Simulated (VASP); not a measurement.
Write the native input for VASP 6.6.1 that does the following.

```yaml
Task: relaxation of cell and atoms
Functional: PBEsol
Potentials_or_basis: VASP PAW PBE potentials, release 64 (Ba_sv, Zr_sv, O)
Cutoff: 600 eV
k_mesh: 6 × 6 × 6
Occupations: fermi-dirac, width 0.05 eV
Spin: no spin polarisation
Hubbard_terms: Zr d U = 4.0 eV
Dipole_correction: no
Further_INCAR_settings: ALGO = Normal; EDIFF = 1e-06; IBRION = 2; EDIFFG = -0.01; NSW = 60; ISIF = 3
```

The structure of BaZrO3 lies in POSCAR:

```
BaZrO3
1.0
    4.1913400000      0.0000000000      0.0000000000
    0.0000000000      4.1913400000      0.0000000000
    0.0000000000      0.0000000000      4.1913400000
Ba Zr O
1 1 3
Direct
    0.0000000000      0.0000000000      0.0000000000
    0.5000000000      0.5000000000      0.5000000000
    0.5000000000      0.5000000000      0.0000000000
    0.5000000000      0.0000000000      0.5000000000
    0.0000000000      0.5000000000      0.5000000000
```

These files were run (other wordings do the same):

INCAR

```
SYSTEM = BaZrO3
  ALGO = Normal
  EDIFF = 1E-6
  EDIFFG = -0.01
  ENCUT = 600
  GGA = PS
  IBRION = 2
  ISIF = 3
  ISMEAR = -1
  LASPH = .TRUE.
  LCHARG = .FALSE.
  LDAU = .TRUE.
  LDAUJ = 0 0 0
  LDAUL = -1 2 -1
  LDAUPRINT = 1
  LDAUTYPE = 2
  LDAUU = 0 4 0
  LMAXMIX = 4
  LREAL = .FALSE.
  LWAVE = .FALSE.
  NELM = 150
  NSW = 60
  PREC = Accurate
  SIGMA = 0.05
```

KPOINTS

```
k-points
0
G
  6 6 6
  0 0 0
```

Potentials or basis: VASP PAW PBE potentials, release 64 (Ba_sv, Zr_sv, O).

Command:

```bash
$ cat potpaw_PBE.64/Ba_sv/POTCAR potpaw_PBE.64/Zr_sv/POTCAR potpaw_PBE.64/O/POTCAR > POTCAR
$ mpirun -np 1 vasp_std > vasp.out
```

Results of the run:

```
Relaxed volume                        : 15.08 Å³/atom
Relaxed cell                          : a = 4.225 Å, b = 4.225 Å, c = 4.225 Å, α = 90.00°, β = 90.00°, γ = 90.00°
Space group after relaxing (to 0.1 Å) : Pm-3m (No. 221)
Energy gained by relaxing             : 4.2 meV/atom
Ionic steps                           : 3
Pressure after relaxing               : 0.0 GPa
Band gap on the k mesh                : 3.62 eV (least direct gap 3.93 eV)
```

Caveat: the PAW data sets were made with another functional, which shifts forces and pressure a little; spin-orbit coupling is left out, which moves the levels of the heavy elements.

It took 42 s on 1 thread of Intel(R) Xeon(R) 6975P-C (Granite Rapids), with other jobs on the host, peak memory 0.24 GiB.
